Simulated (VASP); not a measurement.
Here is a VASP 6.6.1 calculation.

The input INCAR:

```
SYSTEM = TaS2
PREC = Accurate
ENCUT = 500
EDIFF = 1E-6
ISMEAR = -1
SIGMA = 0.03
LREAL = .FALSE.
LASPH = .TRUE.
NELM = 120
ALGO = Normal
ISIF = 2
LWAVE = .FALSE.
LCHARG = .TRUE.
GGA = PE
LELF = .TRUE.
LVHAR = .TRUE.
NBANDS = 18
GGA_COMPAT = .FALSE.
```

KPOINTS

```
Automatic mesh
0
G
  9 9 5
  0 0 0
```

File POSCAR:

```
TaS2
1.0
    3.3500021206      0.0000000000      0.0000000000
   -1.6750010603      2.9011869392      0.0000000000
    0.0000000000      0.0000000000      6.0358000000
Ta S
1 2
Direct
    0.0000000000      0.0000000000      0.0000000000
    0.3333333333      0.6666666667      0.2500000000
    0.6666666667      0.3333333333      0.7500000000
```

Potentials or basis: VASP PAW PBE potentials, release 64 (Ta_pv, S).

Command:

```bash
$ cat potpaw_PBE.64/Ta_pv/POTCAR potpaw_PBE.64/S/POTCAR > POTCAR
$ mpirun -np 1 vasp_std > vasp.out
```

(1) Estimate the band gap on the k mesh.

(2) Predict the pressure.

Results:

(1) zero (an odd number of electrons rules out a gap without spin polarisation).

(2) 4.6 GPa.

Caveat: the cell differs from its parent crystal (zz strain of +3 %); the cell stands under pressure; spin-orbit coupling is left out, which moves the levels of the heavy elements; this functional lacks dispersion, which binds layers or chains, so the pressure and a relaxed spacing across them are unreliable.
